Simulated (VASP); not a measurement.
**CdSe: single point with PBE**

CdSe:

```xyz
4
Lattice="4.2985 0.0000 0.0000 -2.1492 3.7226 0.0000 0.0000 0.0000 7.3660" Properties=species:S:1:pos:R:3 pbc="T T T"
Cd    2.1492    1.2409    0.0000
Cd    0.0000    2.4817    3.6830
Se    2.1492    1.2409    2.7622
Se    0.0000    2.4817    6.4452
```

This cell differs from its parent crystal: strain +0.000 along x and y, +0.050 along z.

- Program: VASP 6.6.1
- Task: single point
- Functional: PBE
- Potentials or basis: VASP PAW PBE potentials, release 64 (Cd, Se)
- Cutoff: 520 eV
- k mesh: 6 × 6 × 4
- Occupations: gaussian, width 0.05 eV
- Spin: no spin polarisation
- Dipole correction: no
- Further INCAR settings: ALGO = Normal; EDIFF = 1e-07; NBANDS = 26

| Property | Result |
| --- | --- |
| Pressure | 0.9 GPa |
| Largest force | 0.240 eV/Å |
| Band gap on the k mesh | 0.52 eV, direct |

Forces on the atoms (eV/Å):
```
Cd   0.000  0.000  0.240
Cd   0.000  0.000  0.240
Se   0.000  0.000 -0.240
Se   0.000  0.000 -0.240
```

Stress tensor (GPa, compression positive):
```
 2.05  0.00  0.00
 0.00  2.05  0.00
 0.00  0.00 -1.49
```

Levels at points of the mesh, in eV from the valence-band top:
```tsv
k point	band 16	band 17	band 18	band 19	band 20	band 21
(0.00, 0.00, 0.00)	-0.22	0.00	0.00	0.52	2.33	5.69
(0.50, 0.00, 0.00)	-1.64	-1.26	-0.77	2.97	3.44	4.57
(0.00, 0.00, 0.50)	-0.31	-0.31	-0.31	2.29	2.29	5.58
(0.50, 0.00, 0.50)	-1.40	-1.23	-1.23	2.78	2.78	4.75
```

Wall time 24 s on 1 thread of Intel(R) Xeon(R) 6975P-C (Granite Rapids), on a shared host, peak memory 0.24 GiB.

Caveat: the cell differs from its parent crystal (strain +0.000 along x and y, +0.050 along z).
